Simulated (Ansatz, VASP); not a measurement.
## Two plane-wave programs on AlN

Contents of INCAR:

```
PREC     = Accurate       # precision mode
ENCUT    = 600            # plane-wave cutoff, eV
EDIFF    = 1E-6           # SCF threshold, eV
ISMEAR   = 0              # smearing method
SIGMA    = 0.1            # smearing width, eV
LREAL    = False          # projectors in reciprocal space
LASPH    = True           # aspherical terms in the spheres
NELM     = 60             # most SCF steps
ALGO     = Normal         # electronic algorithm
ISIF     = 3              # what is computed and relaxed
LWAVE    = False          # write WAVECAR
LCHARG   = False          # write CHGCAR
GGA      = PE             # functional
IBRION   = 2              # ionic algorithm
NSW      = 90             # ionic steps
EDIFFG   = -0.04          # ionic threshold
```

The input KPOINTS:

```
Automatic mesh
0
Gamma
  6 6 4
```

The input POSCAR:

```
AlN
1.0
    3.5932250200      0.0000000000      0.0000000000
   -1.7966125100      3.1118241500      0.0000000000
    0.0000000000      0.0000000000      7.1159024100
Al N
3 3
Direct
    0.7740052500      0.0000000000      0.3333333300
    0.0000000000      0.7740052500      0.6666666700
    0.2259947500      0.2259947500      0.0000000000
    0.6855738000      0.0000000000      0.8333333300
    0.0000000000      0.6855738000      0.1666666700
    0.3144262000      0.3144262000      0.5000000000
```

Input for Ansatz:

```yaml
crystal:
  lattice:
    - [3.59322502, 0.0, 0.0]
    - [-1.79661251, 3.11182415, 0.0]
    - [0.0, 0.0, 7.11590241]
  atoms:
    - { symbol: Al, position: [0.77400525, 0.0, 0.33333333] }
    - { symbol: Al, position: [0.0, 0.77400525, 0.66666667] }
    - { symbol: Al, position: [0.22599475, 0.22599475, 0.0] }
    - { symbol: "N", position: [0.6855738, 0.0, 0.83333333] }
    - { symbol: "N", position: [0.0, 0.6855738, 0.16666667] }
    - { symbol: "N", position: [0.3144262, 0.3144262, 0.5] }
basis:
  ecutwfc: 420
kpoints:
  mp_grid: { grid: [6, 6, 4] }
hamiltonian:
  xc: pbe
scf:
  occupations: { method: gaussian, width: 0.1 }
  lower_state_search: "off"
output:
  forces: true
  stress: true
  eigenvalues: true
relax:
  adjacent_minimum: "off"
  f_tol: 0.04
  max_steps: 70
  cell: { stress_tol: 0.4 }
```

Alike in both runs: task relaxation of cell and atoms; functional PBE; k mesh 6 × 6 × 4; occupations gaussian, width 0.1 eV; no spin polarisation.

|  | VASP | Ansatz |
| --- | --- | --- |
| version | VASP 6.6.1 | Ansatz 0.2.0 |
| potentials or method | VASP PAW PBE potentials, release 64 (Al, N), cutoff 600 eV | scalar-relativistic, plane waves, PAW |
| valence electrons in the cell | 24 | 24 |

|  | VASP | Ansatz | Ansatz less VASP |
| --- | --- | --- | --- |
| gap on the k mesh at the Fermi level, each at its own relaxed structure (eV) | 4.43 | 4.43 | +0.004 |
| relaxed volume (Å³/atom) | 8.42 | 8.43 | +0.015 |
| relaxed cell length with the largest relative difference (Å) | 2.877 | 2.878 | +0.0019 |

Noted on VASP's run: the volume moved by over 15 % at a fixed basis, so the end points are rough.
